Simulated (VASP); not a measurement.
Here is a VASP 6.6.1 calculation.

Contents of POSCAR:

```
Ti
1.0
    4.6000000000      0.0000000000      0.0000000000
   -2.3000000000      3.9837168600      0.0000000000
    0.0000000000      0.0000000000      2.8200000000
Ti
3
Direct
    0.0000000000      0.0000000000      0.0000000000
    0.3333333333      0.6666666667      0.5000000000
    0.6666666667      0.3333333333      0.5000000000
```

The input INCAR.step1:

```
PREC     = Accurate       # precision mode
ENCUT    = 600            # plane-wave cutoff, eV
ISMEAR   = 1              # smearing method
SIGMA    = 0.1            # smearing width, eV
LREAL    = F              # projectors in reciprocal space
LASPH    = T              # aspherical terms in the spheres
NELM     = 80             # most SCF steps
GGA      = PE             # functional
ALGO     = Normal         # electronic algorithm
EDIFF    = 1E-4           # SCF threshold, eV
LWAVE    = T              # write WAVECAR
LCHARG   = F              # write CHGCAR
```

File INCAR.step2:

```
PREC     = Accurate       # precision mode
ENCUT    = 600            # plane-wave cutoff, eV
EDIFF    = 1E-6           # SCF threshold, eV
ISMEAR   = 1              # smearing method
SIGMA    = 0.1            # smearing width, eV
LREAL    = F              # projectors in reciprocal space
LASPH    = T              # aspherical terms in the spheres
NELM     = 80             # most SCF steps
ALGO     = Normal         # electronic algorithm
ISIF     = 3              # what is computed and relaxed
LWAVE    = F              # write WAVECAR
LCHARG   = F              # write CHGCAR
METAGGA  = R2SCAN         # meta-GGA
LMIXTAU  = T            
LUSE_VDW = T            
IVDW_NL  = 2            
BPARAM   = 11.95        
CPARAM   = 0.0093       
IBRION   = 2              # ionic algorithm
NSW      = 80             # ionic steps
EDIFFG   = -0.01          # ionic threshold
ISTART   = 1
```

Contents of KPOINTS:

```
Automatic mesh
0
Gamma
  7 7 10
```

Potentials or basis: VASP PAW PBE potentials, release 64 (Ti_sv).

Command:

```console
$ cat potpaw_PBE.64/Ti_sv/POTCAR > POTCAR
$ cp INCAR.step1 INCAR
$ mpirun -np 1 vasp_std > vasp.out
$ cp INCAR.step2 INCAR
$ mpirun -np 1 vasp_std > vasp.out
```

Q: What does it give for the relaxed cell?

A: a = 4.561 Å, b = 4.561 Å, c = 2.820 Å, α = 90.00°, β = 90.00°, γ = 120.00°.

Q: Predict the relaxed volume.

A: 16.94 Å³/atom.

Q: Predict the space group after relaxing (to 0.1 Å).

A: P6/mmm (No. 191).

Q: What does it give for the band gap on the k mesh?

A: Zero (bands 18 and 19 overlap by 0.25 eV).

Final structure:
```
CELL_PARAMETERS angstrom
4.56148 0.00000 0.00000
-2.28074 3.95035 0.00000
0.00000 0.00000 2.82040
ATOMIC_POSITIONS crystal
Ti 0.00000 0.00000 0.00000
Ti 0.33333 0.66667 0.50000
Ti 0.66667 0.33333 0.50000
```

Caveat: the PAW data sets were made with another functional, which shifts forces and pressure a little.
